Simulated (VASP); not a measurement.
A run of VASP 6.6.1:

File INCAR:

```
PREC = Accurate
ENCUT = 520
EDIFF = 1E-6
ISMEAR = 0
SIGMA = 0.15
LREAL = F
LASPH = T
NELM = 100
ALGO = Normal
ISIF = 2
LWAVE = F
LCHARG = F
GGA = PE
NBANDS = 28
```

Contents of KPOINTS:

```
regular mesh
0
Gamma
  12 12 10
```

File POSCAR:

```
SnO
1.0
    3.8020000000      0.0570300000      0.0000000000
    0.0570300000      3.8020000000      0.0000000000
    0.0000000000      0.0000000000      4.8360000000
Sn O
2 2
Direct
    0.0000000000      0.5000000000      0.2385000000
    0.5000000000      0.0000000000      0.7615000000
    0.0000000000      0.0000000000      0.0000000000
    0.5000000000      0.5000000000      0.0000000000
```

Potentials or basis: VASP PAW PBE potentials, release 64 (Sn_d, O).

The run is started by

```bash
$ cat potpaw_PBE.64/Sn_d/POTCAR potpaw_PBE.64/O/POTCAR > POTCAR
$ mpirun -np 1 vasp_std > vasp.out
```

Hardware: 1 thread of Intel Xeon 6975P-C, with other jobs on the host.

**Question.** Estimate the wall time of this run.

**Answer.** Run time: 4.8 min on 1 thread of Intel Xeon 6975P-C, on a shared host, peak memory 0.49 GiB. Counts: scf iterations 14, k points 258.
